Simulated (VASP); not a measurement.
A run of VASP 6.6.1 is set up as follows.

INCAR

```
PREC = Accurate
ENCUT = 520
EDIFF = 1E-6
ISMEAR = 0
SIGMA = 0.1
LREAL = F
LASPH = T
NELM = 200
ALGO = Normal
ISIF = 2
LWAVE = F
LCHARG = F
ISPIN = 2
MAGMOM = 0 0 0 0 0 0 0 0 0 0 0 0 1 0
LORBIT = 11
LDIPOL = T
IDIPOL = 3
DIPOL = 0.5 0.5 0.290
GGA = PE
NBANDS = 38
GGA_COMPAT = F
NELMDL = -8
```

KPOINTS

```
Automatic mesh
0
Gamma
  5 5 1
```

File POSCAR:

```
Al12HO
1.0
    5.7135165837      0.0000000000      0.0000000000
    0.0000000000      5.7135165837      0.0000000000
    0.0000000000      0.0000000000     22.1746954375
Al O H
12 1 1
Direct
    0.2500000000      0.2500000000      0.1803857921
    0.2500000000      0.7500000000      0.1803857921
    0.7500000000      0.2500000000      0.1803857921
    0.7500000000      0.7500000000      0.1803857921
    0.0000000000      0.0000000000      0.2744050924
    0.0000000000      0.5000000000      0.2744050924
    0.5000000000      0.0000000000      0.2744050924
    0.5000000000      0.5000000000      0.2744050924
    0.2500000000      0.2500000000      0.3686497278
    0.2500000000      0.7500000000      0.3686497278
    0.7500000000      0.2500000000      0.3686497278
    0.7500000000      0.7500000000      0.3686497278
    0.0000000000      0.0000000000      0.3618852606
    0.0320315342      0.0320315342      0.4054450844
```

Potentials or basis: VASP PAW PBE potentials, release 64 (Al, O, H).

Run with:

```sh
$ cat potpaw_PBE.64/Al/POTCAR potpaw_PBE.64/O/POTCAR potpaw_PBE.64/H/POTCAR > POTCAR
$ mpirun -np 1 vasp_std > vasp.out
```

Problem. Estimate the net moment.

Solution. 0.00 μB per cell.

Problem. Estimate the largest force.

Solution. 3.140 eV/Å.

Forces in eV/Å, atoms in the order of the input:
```
Al   0.044  0.044  0.079
Al   0.059 -0.054  0.075
Al  -0.054  0.059  0.075
Al  -0.069 -0.069  0.037
Al   0.040  0.040 -2.177
Al  -0.019  0.023  0.126
Al   0.023 -0.019  0.126
Al  -0.001 -0.001 -0.212
Al   2.214  2.214 -0.246
Al   1.787 -1.815 -0.153
Al  -1.815  1.787 -0.153
Al  -1.586 -1.586 -0.118
O   -0.771 -0.771  0.699
H    0.149  0.149  1.841
```
